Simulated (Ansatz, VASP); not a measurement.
**Ge in VASP and in Ansatz**

```
Ge
1.0
     3.40773   -3.87577    0.00000
     3.40773    3.87577    0.00000
     0.00000    0.00000    6.79764
Ge
8
Direct
  0.30688 0.03930 0.40952
  0.46070 0.19312 0.09048
  0.03930 0.30688 0.59048
  0.19312 0.46070 0.90952
  0.96070 0.69312 0.40952
  0.69312 0.96070 0.59048
  0.80688 0.53930 0.09048
  0.53930 0.80688 0.90952
```

Alike in both runs: task single point; functional PBE; k mesh 4 × 4 × 4; occupations gaussian, width 0.1 eV; no spin polarisation.

```csv
,VASP,Ansatz
version,VASP 6.6.1,Ansatz 0.2.0
potentials or method,"VASP PAW PBE potentials, release 64 (Ge_d), cutoff 520 eV","scalar-relativistic, plane waves, PAW"
valence electrons in the cell,112,112
```

|  | VASP | Ansatz | Ansatz less VASP |
| --- | --- | --- | --- |
| gap on the k mesh at the Fermi level (eV) | 0.04 | 0.04 | -0.003 |
| least direct gap on the mesh (eV) | 0.52 | 0.52 | -0.006 |
| pressure (GPa) | 9.1 | 9.2 | +0.07 |
| traceless stress, the component that is largest in VASP (GPa) | 2.85 | 2.86 | +0.011 |
| rms of the force components (eV/Å) | 0.552 | 0.551 | -0.0004 |

Atom by atom the forces differ by 0.000 eV/Å (rms over components). The functional is the same, so the differences come from potentials, cutoffs and numerics.
